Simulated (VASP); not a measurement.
# ZrB2 (P6/mmm) in VASP: notebook, part 3 of 3

VASP 6.6.1. Earlier steps stand in the parts before.

### 5 Single point, r2SCAN

This run uses another cell than the first one, of 10.86 Å³/atom, 1.082 times its volume.

POSCAR

```
ZrB2
1.0
    3.2321726471      0.0000000000      0.0000000000
   -1.6160863235      2.7991436218      0.0000000000
    0.0000000000      0.0000000000      3.6022921016
Zr B
1 2
Direct
    0.0000000000      0.0000000000      0.0000000000
    0.6666666667      0.3333333333      0.5000000000
    0.3333333333      0.6666666667      0.5000000000
```

INCAR.step1

```
SYSTEM = ZrB2
ALGO = Normal ; EDIFF = 1E-4
ENCUT = 520 ; GGA = PE
ISMEAR = -1 ; LASPH = .True.
LCHARG = .False. ; LREAL = .False.
LWAVE = .True. ; NBANDS = 16
NELM = 60 ; PREC = Accurate
SIGMA = 0.05
```

INCAR.step2

```
SYSTEM = ZrB2
ALGO = Normal ; EDIFF = 1E-6
ENCUT = 520 ; ISIF = 2
ISMEAR = -1 ; ISTART = 1
LASPH = .True. ; LCHARG = .False.
LMIXTAU = .True. ; LREAL = .False.
LWAVE = .False. ; METAGGA = R2SCAN
NBANDS = 16 ; NELM = 60
PREC = Accurate ; SIGMA = 0.05
```

KPOINTS

```
k-points
0
Gamma
  10 10 8
  0 0 0
```

Potentials or basis: VASP PAW PBE potentials, release 64 (Zr_sv, B).

On the command line:

```sh
cat potpaw_PBE.64/Zr_sv/POTCAR potpaw_PBE.64/B/POTCAR > POTCAR
cp INCAR.step1 INCAR
mpirun -np 1 vasp_std > vasp.out
cp INCAR.step2 INCAR
mpirun -np 1 vasp_std > vasp.out
```

OUTCAR:

```text
SYSTEM = ZrB2
   EDIFF = 1E-6
   ENCUT = 520
   ISIF = 2
   ISMEAR = -1
   ISTART = 1
   LASPH = .True.
   LREAL = .False.
   METAGGA = R2SCAN
   NELM = 60
   PREC = Accurate

 ion  position               nearest neighbor table
   1  0.000  0.000  0.000-   2 2.59   3 2.59   2 2.59   3 2.59   3 2.59   3 2.59   2 2.59   2 2.59
                             2 2.59   2 2.59   3 2.59   3 2.59
   2  0.667  0.333  0.500-   3 1.87   3 1.87   3 1.87   1 2.59   1 2.59   1 2.59   1 2.59   1 2.59
                             1 2.59
   3  0.333  0.667  0.500-   2 1.87   2 1.87   2 1.87   1 2.59   1 2.59   1 2.59   1 2.59   1 2.59
                             1 2.59

  LATTYP: Found a hexagonal cell.
 ALAT       =     3.2321726471
 C/A-ratio  =     1.1145110410

  Lattice vectors:

 A1 = (   3.2321726471,   0.0000000000,   0.0000000000)
 A2 = (  -1.6160863235,   2.7991436218,   0.0000000000)
 A3 = (   0.0000000000,   0.0000000000,   3.6022921016)

Analysis of symmetry for initial positions (statically):
=====================================================================
 Subroutine PRICEL returns:
 Original cell was already a primitive cell.

 Routine SETGRP: Setting up the symmetry group for a
 hexagonal supercell.

 Subroutine GETGRP returns: Found 24 space group operations
 (whereof 24 operations were pure point group operations)
 out of a pool of 24 trial point group operations.

The static configuration has the point symmetry D_6h.

Analysis of symmetry for dynamics (positions and initial velocities):
=====================================================================
 Subroutine PRICEL returns:
 Original cell was already a primitive cell.

 Routine SETGRP: Setting up the symmetry group for a
 hexagonal supercell.

 Subroutine GETGRP returns: Found 24 space group operations
 (whereof 24 operations were pure point group operations)
 out of a pool of 24 trial point group operations.

The dynamic configuration has the point symmetry D_6h.

 Subroutine INISYM returns: Found 24 space group operations
 (whereof 24 operations are pure point group operations),
 and found     1 'primitive' translations

----------------------------------------------------------------------------------------

                                     Primitive cell

  volume of cell :      32.5911

  direct lattice vectors                    reciprocal lattice vectors
     3.232172647  0.000000000  0.000000000     0.309389414  0.178626061  0.000000000
    -1.616086324  2.799143622  0.000000000     0.000000000  0.357252122  0.000000000
     0.000000000  0.000000000  3.602292102     0.000000000  0.000000000  0.277601031

  length of vectors
     3.232172647  3.232172647  3.602292102     0.357252122  0.357252122  0.277601031

  position of ions in fractional coordinates (direct lattice)
     0.000000000  0.000000000  0.000000000
     0.666666667  0.333333333  0.500000000
     0.333333333  0.666666667  0.500000000

  ion indices of the primitive-cell ions
   primitive index   ion index
                 1           1
                 2           2
                 3           3

----------------------------------------------------------------------------------------

 KPOINTS: k-points

Automatic generation of k-mesh.
 Grid dimensions read from file:
 generate k-points for:   10   10    8

 Generating k-lattice:

  Cartesian coordinates                     Fractional coordinates (reciprocal lattice)
     0.030938941  0.017862606  0.000000000     0.100000000  0.000000000  0.000000000
     0.000000000  0.035725212  0.000000000     0.000000000  0.100000000  0.000000000
     0.000000000  0.000000000  0.034700129     0.000000000  0.000000000  0.125000000

  Length of vectors
     0.035725212  0.035725212  0.034700129

  Shift w.r.t. Gamma in fractional coordinates (k-lattice)
     0.000000000  0.000000000  0.000000000

 Subroutine IBZKPT returns following result:
 ===========================================

 Found     70 irreducible k-points:

 Following reciprocal coordinates:
            Coordinates               Weight
  0.000000  0.000000  0.000000      1.000000
  0.100000 -0.000000  0.000000      6.000000
  0.200000 -0.000000  0.000000      6.000000
  0.300000 -0.000000  0.000000      6.000000
  0.400000 -0.000000  0.000000      6.000000
  0.500000  0.000000  0.000000      3.000000
[... 16 lines left out ...]
  0.300000  0.100000  0.125000     24.000000
  0.400000  0.100000  0.125000     24.000000
 [... further k-points ...]
   k-points           NKPTS =     70   k-points in BZ     NKDIM =     70   number of bands    NBANDS=     16
   number of dos      NEDOS =    301   number of ions     NIONS =      3
   total plane-waves  NPLWV =  16128
   dimension x,y,z NGX =    24 NGY =   24 NGZ =   28
   dimension x,y,z NGXF=    48 NGYF=   48 NGZF=   56
   ions per type =               1   2
   NGX,Y,Z   is equivalent  to a cutoff of  12.34, 12.34, 12.92 a.u.
   NGXF,Y,Z  is equivalent  to a cutoff of  24.69, 24.69, 25.84 a.u.
 SYSTEM =  ZrB2
   PREC   = accura    normal or accurate (medium, high low for compatibility)
   ISTART =      1    job   : 0-new  1-cont  2-samecut
   ICHARG =      0    charge: 1-file 2-atom 10-const
   ISPIN  =      1    spin polarized calculation?
   LNONCOLLINEAR =      F non collinear calculations
   LSORBIT =      F    spin-orbit coupling
   LASPH  =      T    aspherical Exc in radial PAW
   ENCUT  =  520.0 eV  38.22 Ry    6.18 a.u.   6.01  6.01  6.70*2*pi/ulx,y,z
   NELM   =     60;   NELMIN=  2; NELMDL=  0     # of ELM steps
   EDIFF  = 0.1E-05   stopping-criterion for ELM
   LREAL  =      F    real-space projection
   EDIFFG = 0.1E-04   stopping-criterion for IOM
   NSW    =      0    number of steps for IOM
   IBRION =     -1    ionic relax: 0-MD 1-quasi-New 2-CG
   NFREE  =      0    steps in history (QN), initial steepest desc. (CG)
   ISIF   =      2    stress and relaxation
   ISYM   =      2    0-nonsym 1-usesym 2-fastsym
   POTIM  = 0.5000    time-step for ionic-motion
   TEBEG  =    0.0;   TEEND  =   0.0 temperature during run
   PSTRESS=    0.0 pullay stress
   NELECT =      18.0000    total number of electrons
   NUPDOWN=      -1.0000    fix difference up-down
   EMIN   =  10.00;   EMAX   =-10.00  energy-range for DOS
   EFERMI =   0.00;   METHOD = LEGACY
   ISMEAR =    -1;   SIGMA  =   0.05  broadening in eV -4-tet -1-fermi 0-gaus
   EFERMI_NEDOS =   21; number of points for ismear=-14 and -15
   IALGO  =     38    algorithm
   IMIX   =      4    mixing-type and parameters
     AMIX     =   0.40;   BMIX     =  1.00
     AMIX_MAG =   1.60;   BMIX_MAG =  1.00
  volume/ion in A,a.u.               =      10.86        73.31
  Fermi-wavevector in a.u.,A,eV,Ry     =   1.343176  2.538234 24.546551  1.804121
  Thomas-Fermi vector in A             =   2.471270
   LORBIT       =      0    0 simple, 1 ext, 2 COOP (PROOUT), +10 PAW based schemes
   METAGGA = R2SCAN    functional components
   LHFCALC =     F    Hartree Fock is set to
   AEXX    =    0.0000 exact exchange contribution
   IVDW    =     0    specifies the selected vdW correction
   LEPSILON=     F    determine dielectric tensor
   LRPA    =     F    only Hartree local field effects (RPA)
 non-spin polarized calculation
  energy-cutoff  :      520.00
  volume of cell :       32.59
 maximum number of plane-waves:       898
   NGX = 13   NGY = 13   NGZ = 13

 number of electron      18.0000000 magnetization

 Free energy of the ion-electron system (eV)
  ---------------------------------------------------
  ext. energy  EPLUGINS =         0.00000000
  ---------------------------------------------------
  free energy    TOTEN  =       -40.56690474 eV

  energy without entropy =      -40.56392543  energy(sigma->0) =      -40.56541508

 E-fermi :   9.9509     XC(G=0): -13.0714

 val. band max:        9.9182163925   @ k =   0.2000   0.2000   0.1250
 cond. band min:      10.1041266267   @ k =   0.1000  -0.0000   0.5000
 fundamental gap:      0.1859102343
 Fermi energy:         9.9509251090

 k-point     1 :       0.0000    0.0000    0.0000
  band No.  band energies     occupation
      1     -40.5985      2.00000
      2     -18.0543      2.00000
      3     -17.5691      2.00000
      4     -17.5691      2.00000
      5      -3.3341      2.00000
      6       7.3453      2.00000
[... 8 lines left out ...]
     15      15.1349      0.00000
     16      15.1349      0.00000
[... 419 lines left out ...]
 k-point    24 :       0.4000    0.1000    0.1250
  band No.  band energies     occupation
      1     -40.4992      2.00000
      2     -18.3291      2.00000
      3     -17.9417      2.00000
      4     -17.7929      2.00000
      5       0.2056      2.00000
      6       1.5822      2.00000
[... 8 lines left out ...]
     15      18.0293      0.00000
     16      19.9515      0.00000

 [... further k-points ...]
[... 5 lines left out ...]
  --------------------------------------------------------------------------------------
  -------------------------------------------------------------------------------------
  Total       -2.6828469     -2.6828469     -1.9497589     -0.0000000     -0.0000000     -0.0000000
  in kB     -131.8887694   -131.8887694    -95.8501607     -0.0000000     -0.0000000     -0.0000000
  external PRESSURE =    -119.8758998 kB  Pullay stress =       0.0000000 kB

 VOLUME and BASIS-vectors are now :
 -----------------------------------------------------------------------------
  energy-cutoff  :      520.00
  volume of cell :       32.59
      direct lattice vectors                 reciprocal lattice vectors
     3.232172647  0.000000000  0.000000000     0.309389414  0.178626061  0.000000000
    -1.616086324  2.799143622  0.000000000     0.000000000  0.357252122  0.000000000
     0.000000000  0.000000000  3.602292102     0.000000000  0.000000000  0.277601031

 POSITION                                       TOTAL-FORCE (eV/Angst)
 -----------------------------------------------------------------------------------
      0.00000      0.00000      0.00000        -0.000000     -0.000000      0.000000
      1.61609      0.93305      1.80115        -0.000000      0.000000     -0.000000
     -0.00000      1.86610      1.80115         0.000000      0.000000      0.000000
 -----------------------------------------------------------------------------------
    total drift:                               -0.000000      0.000000     -0.000000

  FREE ENERGIE OF THE ION-ELECTRON SYSTEM (eV)
  ---------------------------------------------------
  free  energy   TOTEN  =       -40.5669047410 eV

  energy  without entropy=      -40.5639254259  energy(sigma->0) =      -40.56541508
```

Wall time 1.8 min (1 thread of Intel Xeon Platinum 8259CL at 2.50GHz (Skylake/Cascade Lake), shared host); peak memory 0.17 GiB.

What came out:

- Free energy: -40.5669 eV
- Pressure: -12.0 GPa
- Band gap on the k mesh: zero (band 9 reaches 10.60 eV, above the bottom of band 10 at 9.80 eV)

Stress tensor (GPa, compression positive):
```
-13.19   0.00   0.00
  0.00 -13.19   0.00
  0.00   0.00  -9.59
```

Caveat: the PAW data sets were made with another functional, which shifts forces and pressure a little.

### 6 The runs side by side

| cell | gap on the mesh (eV) | pressure (GPa) |
| --- | --- | --- |
| a = 3.149, b = 3.149, c = 3.509 Å, angles 90.0, 90.0, 120.0°, 3 atoms | none | 6.1 |
| a = 3.191, b = 3.191, c = 3.556 Å, angles 90.0, 90.0, 120.0°, 3 atoms | none | -3.8 |
| a = 3.212, b = 3.212, c = 3.579 Å, angles 90.0, 90.0, 120.0°, 3 atoms | none | -8.1 |
| a = 3.232, b = 3.232, c = 3.602 Å, angles 90.0, 90.0, 120.0°, 3 atoms | none | -12.0 |

Alike in all rows: task single point; level r2SCAN; potentials or basis VASP PAW PBE potentials, release 64 (Zr_sv, B); no spin polarisation; k mesh 10 × 10 × 8; cutoff (eV) 520; smearing fermi-dirac 0.05 eV.

Caveats: the PAW data sets were made with another functional, which shifts forces and pressure a little.

Absolute energies hang on the potentials; compare differences alone.
